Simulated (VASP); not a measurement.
# AlNi (P4mm) in VASP: further runs

AlNi is run at these levels: PBEsol; tasks: single point.

All numbers are computed with VASP 6.6.1; they aren't measurements. Logs are shortened: lines on timing, memory, paths and dates and some standing lists are left out, and cuts for length are marked.

### Step 1. The cell of the first run

It takes space group P4mm (No. 99, tetragonal). The conventional cell has a = 2.862 Å, b = 2.862 Å, c = 2.862 Å, α = 90.00°, β = 90.00°, γ = 90.00°. Within 3.2 Å of Al (site symmetry 4mm) lie 8 Ni at 2.43 to 2.53 Å and 6 Al at 2.86 Å. Ni (site symmetry 4mm) has 8 Al at 2.43 to 2.53 Å and 6 Ni at 2.86 Å within 3.2 Å.

### Step 2. Single point, PBEsol (atoms displaced along a vibrational mode)

File INCAR:

```
  PREC = Accurate
  ENCUT = 520
  EDIFF = 1E-7
  ISMEAR = 0
  SIGMA = 0.15
  LREAL = False
  LASPH = True
  NELM = 100
  ALGO = Normal
  ISIF = 2
  LWAVE = False
  LCHARG = False
  GGA = PS
  NBANDS = 14
```

File KPOINTS:

```
Automatic mesh
0
Gamma
  16 16 16
```

File POSCAR:

```
AlNi
1.0
    2.8618233745      0.0000000000      0.0000000000
    0.0000000000      2.8618233745      0.0000000000
    0.0000000000      0.0000000000      2.8618233745
Al Ni
1 1
Direct
    0.0000000000      0.0000000000     -0.0199173717
    0.5000000000      0.5000000000      0.5091560777
```

Potentials or basis: VASP PAW PBE potentials, release 64 (Al, Ni).

The run is started by

```bash
> cat potpaw_PBE.64/Al/POTCAR potpaw_PBE.64/Ni/POTCAR > POTCAR
> mpirun -np 1 vasp_std > vasp.out
```

OUTCAR:

```text
PREC = Accurate
   ENCUT = 520
   EDIFF = 1E-7
   ISMEAR = 0
   LREAL = False
   LASPH = True
   NELM = 100
   ISIF = 2
   GGA = PS

 ion  position               nearest neighbor table
   1  0.000  0.000  0.980-   2 2.43   2 2.43   2 2.43   2 2.43   2 2.53   2 2.53   2 2.53   2 2.53

   2  0.500  0.500  0.509-   1 2.43   1 2.43   1 2.43   1 2.43   1 2.53   1 2.53   1 2.53   1 2.53

  LATTYP: Found a simple cubic cell.
 ALAT       =     2.8618233745

  Lattice vectors:

 A1 = (   2.8618233745,   0.0000000000,   0.0000000000)
 A2 = (   0.0000000000,   2.8618233745,   0.0000000000)
 A3 = (   0.0000000000,   0.0000000000,   2.8618233745)

Analysis of symmetry for initial positions (statically):
=====================================================================
 Subroutine PRICEL returns:
 Original cell was already a primitive cell.

 Routine SETGRP: Setting up the symmetry group for a
 simple cubic supercell.

 Subroutine GETGRP returns: Found  8 space group operations
 (whereof  8 operations were pure point group operations)
 out of a pool of 48 trial point group operations.

The static configuration has the point symmetry C_4v.

Analysis of symmetry for dynamics (positions and initial velocities):
=====================================================================
 Subroutine PRICEL returns:
 Original cell was already a primitive cell.

 Routine SETGRP: Setting up the symmetry group for a
 simple cubic supercell.

 Subroutine GETGRP returns: Found  8 space group operations
 (whereof  8 operations were pure point group operations)
 out of a pool of 48 trial point group operations.

The dynamic configuration has the point symmetry C_4v.

 Subroutine INISYM returns: Found  8 space group operations
 (whereof  8 operations are pure point group operations),
 and found     1 'primitive' translations

----------------------------------------------------------------------------------------

                                     Primitive cell

  volume of cell :      23.4384

  direct lattice vectors                    reciprocal lattice vectors
     2.861823375  0.000000000  0.000000000     0.349427574  0.000000000  0.000000000
     0.000000000  2.861823375  0.000000000     0.000000000  0.349427574  0.000000000
     0.000000000  0.000000000  2.861823375     0.000000000  0.000000000  0.349427574

  length of vectors
     2.861823375  2.861823375  2.861823375     0.349427574  0.349427574  0.349427574

  position of ions in fractional coordinates (direct lattice)
[... 85 lines left out ...]
   ISIF   =      2    stress and relaxation
   ISYM   =      2    0-nonsym 1-usesym 2-fastsym
   POTIM  = 0.5000    time-step for ionic-motion
   TEBEG  =    0.0;   TEEND  =   0.0 temperature during run
   PSTRESS=    0.0 pullay stress
   NELECT =      13.0000    total number of electrons
   NUPDOWN=      -1.0000    fix difference up-down
   EMIN   =  10.00;   EMAX   =-10.00  energy-range for DOS
   EFERMI =   0.00;   METHOD = LEGACY
   ISMEAR =     0;   SIGMA  =   0.15  broadening in eV -4-tet -1-fermi 0-gaus
   EFERMI_NEDOS =   21; number of points for ismear=-14 and -15
   IALGO  =     38    algorithm
   IMIX   =      4    mixing-type and parameters
     AMIX     =   0.40;   BMIX     =  1.00
     AMIX_MAG =   1.60;   BMIX_MAG =  1.00
  volume/ion in A,a.u.               =      11.72        79.09
  Fermi-wavevector in a.u.,A,eV,Ry     =   1.345075  2.541823 24.616019  1.809226
  Thomas-Fermi vector in A             =   2.473017
   LORBIT       =      0    0 simple, 1 ext, 2 COOP (PROOUT), +10 PAW based schemes
   GGA     = PS    functional components
   LHFCALC =     F    Hartree Fock is set to
   AEXX    =    0.0000 exact exchange contribution
   IVDW    =     0    specifies the selected vdW correction
   LEPSILON=     F    determine dielectric tensor
   LRPA    =     F    only Hartree local field effects (RPA)
 non-spin polarized calculation
 Gauss-broadening in eV      SIGMA  =   0.15
  energy-cutoff  :      520.00
  volume of cell :       23.44
 maximum number of plane-waves:       655
 NGX is ok and might be reduce to    24
   NGX = 11   NGY = 11   NGZ = 11

 number of electron      13.0000000 magnetization

 Free energy of the ion-electron system (eV)
  ---------------------------------------------------
  ext. energy  EPLUGINS =         0.00000000
  ---------------------------------------------------
  free energy    TOTEN  =       -11.56961392 eV

  energy without entropy =      -11.56113268  energy(sigma->0) =      -11.56537330

 E-fermi :  10.1636     XC(G=0): -12.2618

 val. band max:       10.1536962203   @ k =   0.4375   0.3125   0.5000
 cond. band min:      10.1636597524   @ k =   0.4375   0.4375   0.2500
 fundamental gap:      0.0099635320
 Fermi energy:        10.1636217772

 k-point     1 :       0.0000    0.0000    0.0000
  band No.  band energies     occupation
      1      -1.1143      2.00000
      2       6.8185      2.00000
      3       6.8260      2.00000
      4       8.5696      2.00000
      5       8.5767      2.00000
      6       8.5767      2.00000
      7      15.7469      0.00000
      8      15.7469      0.00000
      9      15.7495      0.00000
     10      18.3823      0.00000
     11      18.3878      0.00000
     12      24.2029      0.00000
     13      31.2263      0.00000
     14      31.2471      0.00000
[... 377 lines left out ...]
      1      -0.3905      2.00000
      2       6.7146      2.00000
      3       6.9695      2.00000
      4       8.2863      2.00000
      5       8.3228      2.00000
      6       8.5755      2.00000
      7      12.2345      0.00000
      8      15.7275      0.00000
      9      16.6698      0.00000
     10      18.9876      0.00000
     11      21.5766      0.00000
     12      26.3376      0.00000
     13      26.8776      0.00000
     14      27.4271      0.00000

 [... further k-points ...]
[... 5 lines left out ...]
  --------------------------------------------------------------------------------------
  -------------------------------------------------------------------------------------
  Total        0.1208722      0.1208722      0.0662691      0.0000000      0.0000000      0.0000000
  in kB        8.2624473      8.2624473      4.5299505      0.0000000      0.0000000      0.0000000
  external PRESSURE =       7.0182817 kB  Pullay stress =       0.0000000 kB

 VOLUME and BASIS-vectors are now :
 -----------------------------------------------------------------------------
  energy-cutoff  :      520.00
  volume of cell :       23.44
      direct lattice vectors                 reciprocal lattice vectors
     2.861823375  0.000000000  0.000000000     0.349427574  0.000000000  0.000000000
     0.000000000  2.861823375  0.000000000     0.000000000  0.349427574  0.000000000
     0.000000000  0.000000000  2.861823375     0.000000000  0.000000000  0.349427574

 POSITION                                       TOTAL-FORCE (eV/Angst)
 -----------------------------------------------------------------------------------
      0.00000      0.00000      2.80482         0.000000      0.000000      0.520971
      1.43091      1.43091      1.45711        -0.000000     -0.000000     -0.520971
 -----------------------------------------------------------------------------------
    total drift:                                0.000000     -0.000000     -0.000185

  FREE ENERGIE OF THE ION-ELECTRON SYSTEM (eV)
  ---------------------------------------------------
  free  energy   TOTEN  =       -11.5696139234 eV

  energy  without entropy=      -11.5611326829  energy(sigma->0) =      -11.56537330
```

OSZICAR:

```text
N       E                     dE             d eps       ncg     rms          rms(c)
DAV:   1     0.401623379345E+02    0.40162E+02   -0.54084E+03 11498   0.976E+02
DAV:   2    -0.114396269449E+02   -0.51602E+02   -0.46658E+02 12282   0.181E+02
DAV:   3    -0.131896823484E+02   -0.17501E+01   -0.17342E+01 14234   0.368E+01
DAV:   4    -0.132125692105E+02   -0.22887E-01   -0.22880E-01 13636   0.387E+00
DAV:   5    -0.132132509106E+02   -0.68170E-03   -0.68169E-03 14602   0.725E-01    0.128E+01
DAV:   6    -0.152078541030E+02   -0.19946E+01   -0.50313E+01 13206   0.100E+02    0.161E+01
DAV:   7    -0.116023161087E+02    0.36055E+01   -0.14618E+01 13554   0.591E+01    0.111E+00
DAV:   8    -0.115848001327E+02    0.17516E-01   -0.31055E-01 14426   0.596E+00    0.101E+00
DAV:   9    -0.115700453475E+02    0.14755E-01   -0.44076E-02 14684   0.268E+00    0.213E-01
DAV:  10    -0.115696135093E+02    0.43184E-03   -0.19349E-03 15004   0.599E-01    0.741E-02
DAV:  11    -0.115696153844E+02   -0.18751E-05   -0.69098E-05 14618   0.634E-02    0.172E-02
DAV:  12    -0.115696142542E+02    0.11301E-05   -0.47176E-06 16720   0.298E-02    0.528E-03
DAV:  13    -0.115696139055E+02    0.34874E-06   -0.24743E-07 11676   0.402E-03    0.110E-03
DAV:  14    -0.115696139234E+02   -0.17845E-07   -0.34210E-08  7428   0.166E-03
   1 F= -.11569614E+02 E0= -.11565373E+02  d E =-.848124E-02
```

It took 83 s on 1 thread of AMD EPYC 9R45 (Zen 5), shared host; peak memory 0.22 GiB.

Results:

| Property | Result |
| --- | --- |
| Free energy | -11.5696 eV |
| Pressure | 0.7 GPa |
| Largest force | 0.521 eV/Å |
| Band gap on the k mesh | zero (an odd number of electrons rules out a gap without spin polarisation) |

Forces on the atoms (eV/Å):
```
Al   0.000  0.000  0.521
Ni   0.000  0.000 -0.521
```

Caveat: the cell differs from its parent crystal (atoms displaced along a vibrational mode); the PAW data sets were made with another functional, which shifts forces and pressure a little.

### Step 3. Single point, PBEsol (atoms displaced along a vibrational mode)

File INCAR:

```
SYSTEM = AlNi
ALGO = Normal
EDIFF = 1E-7
ENCUT = 520
GGA = PS
ISIF = 2
ISMEAR = 0
LASPH = .True.
LCHARG = .False.
LREAL = .False.
LWAVE = .False.
NBANDS = 14
NELM = 100
PREC = Accurate
SIGMA = 0.15
```

File KPOINTS:

```
k-points
0
Gamma
  16 16 16
  0 0 0
```

File POSCAR:

```
AlNi
1.0
    2.8618233745      0.0000000000      0.0000000000
    0.0000000000      2.8618233745      0.0000000000
    0.0000000000      0.0000000000      2.8618233745
Al Ni
1 1
Direct
    0.0000000000      0.0000000000     -0.0265564957
    0.5000000000      0.5000000000      0.5122081036
```

Potentials or basis: VASP PAW PBE potentials, release 64 (Al, Ni).

The run is started by

```bash
> cat potpaw_PBE.64/Al/POTCAR potpaw_PBE.64/Ni/POTCAR > POTCAR
> mpirun -np 1 vasp_std > vasp.out
```

Wall time 79 s (1 thread of AMD EPYC 9R45 (Zen 5), shared host); peak memory 0.22 GiB.

It converged, with:

- Free energy: -11.5528 eV
- Pressure: 1.1 GPa
- Largest force: 0.694 eV/Å
- Band gap on the k mesh: zero (an odd number of electrons rules out a gap without spin polarisation)

Forces in eV/Å, atoms in the order of the input:
```
Al   0.000  0.000  0.694
Ni   0.000  0.000 -0.694
```

Stress tensor (GPa, compression positive):
```
1.30 0.00 0.00
0.00 1.30 0.00
0.00 0.00 0.63
```

Levels at points of the mesh, in eV from the Fermi level:
```
           k point  band 3  band 4  band 5  band 6  band 7  band 8  band 9  band 10  band 11  band 12
(0.00, 0.00, 0.00)   -3.34   -1.60   -1.59   -1.59    5.59    5.59    5.59     8.23     8.24    14.00
(0.50, 0.00, 0.00)   -2.85   -2.33   -2.31   -1.50   -0.67    8.34   10.10    10.15    11.01    11.11
(0.00, 0.00, 0.50)   -2.87   -2.31   -2.31   -1.51   -0.65    8.35   10.04    10.04    11.15    11.15
(0.50, 0.50, 0.00)   -2.97   -2.97   -2.10   -2.10   -1.05    1.48    2.58    12.57    14.82    14.82
(0.00, 0.50, 0.50)   -2.93   -2.86   -2.16   -2.14   -1.05    1.50    2.58    12.53    15.23    15.29
(0.50, 0.50, 0.50)   -4.19   -1.02   -1.01    1.93    1.93    1.98    3.75     4.59     4.59     4.73
```

Caveat: the cell differs from its parent crystal (atoms displaced along a vibrational mode); the PAW data sets were made with another functional, which shifts forces and pressure a little. Spin polarisation is off, so any magnetic state and its effect on volume and gap are missing.

### Step 4. Single point, PBEsol (atoms displaced along a vibrational mode)

File INCAR:

```
  ALGO = Fast
  EDIFF = 1E-6
  ENCUT = 520
  GGA = PS
  ISIF = 2
  ISMEAR = 0
  LASPH = T
  LCHARG = F
  LREAL = F
  LWAVE = F
  NBANDS = 14
  NELM = 80
  PREC = Accurate
  SIGMA = 0.15
```

File KPOINTS:

```
k-points
0
Gamma
  16 16 16
```

File POSCAR:

```
AlNi
1.0
    2.8618233745      0.0000000000      0.0000000000
    0.0000000000      2.8618233745      0.0000000000
    0.0000000000      0.0000000000      2.8618233745
Al Ni
1 1
Direct
    0.0000000000      0.0000000000     -0.0132782478
    0.5000000000      0.5000000000      0.5061040518
```

The run is started by

```bash
> cat potpaw_PBE.64/Al/POTCAR potpaw_PBE.64/Ni/POTCAR > POTCAR
> mpirun -np 1 vasp_std > vasp.out
```

It took 86 s on 1 thread of AMD EPYC 9R45 (Zen 5), shared host; peak memory 0.22 GiB.

The run converged. Its results:

* Free energy: -11.5817 eV
* Pressure: 0.4 GPa
* Largest force: 0.348 eV/Å
* Band gap on the k mesh: zero (an odd number of electrons rules out a gap without spin polarisation)

Forces in eV/Å, atoms in the order of the input:
```
Al   0.000  0.000  0.348
Ni   0.000  0.000 -0.348
```

Stress tensor (GPa, compression positive):
```
0.44 0.00 0.00
0.00 0.44 0.00
0.00 0.00 0.27
```

Levels at points of the mesh, in eV from the Fermi level:
| k point | band 4 | band 5 | band 6 | band 7 | band 8 | band 9 | band 10 | band 11 |
| --- | --- | --- | --- | --- | --- | --- | --- | --- |
| (0.00, 0.00, 0.00) | -1.59 | -1.59 | -1.59 | 5.58 | 5.58 | 5.58 | 8.21 | 8.22 |
| (0.50, 0.00, 0.00) | -2.31 | -2.31 | -1.49 | -0.66 | 8.32 | 10.09 | 10.10 | 11.08 |
| (0.00, 0.00, 0.50) | -2.31 | -2.31 | -1.50 | -0.66 | 8.33 | 10.07 | 10.07 | 11.11 |
| (0.50, 0.50, 0.00) | -2.94 | -2.13 | -2.13 | -1.04 | 1.49 | 2.59 | 12.52 | 15.08 |
| (0.00, 0.50, 0.50) | -2.92 | -2.14 | -2.14 | -1.04 | 1.50 | 2.59 | 12.51 | 15.27 |
| (0.50, 0.50, 0.50) | -1.01 | -1.01 | 1.95 | 1.95 | 1.97 | 3.86 | 4.57 | 4.57 |

Caveat: the cell differs from its parent crystal (atoms displaced along a vibrational mode); the PAW data sets were made with another functional, which shifts forces and pressure a little. Spin polarisation is off, so any magnetic state and its effect on volume and gap are missing.

### Step 5. The runs side by side

| cell | gap on the mesh (eV) | pressure (GPa) | largest force (eV/Å) |
| --- | --- | --- | --- |
| as given, atomic positions A | none | 0.7 | 0.52 |
| as given, atomic positions B | none | 1.1 | 0.69 |
| as given, atomic positions C | none | 0.4 | 0.35 |

Alike in all rows: task single point; level PBEsol; potentials or basis VASP PAW PBE potentials, release 64 (Al, Ni); no spin polarisation; k mesh 16 × 16 × 16; cutoff (eV) 520; smearing gaussian 0.15 eV.

Caveats: the PAW data sets were made with another functional, which shifts forces and pressure a little.

Absolute energies hang on the potentials; compare differences alone.
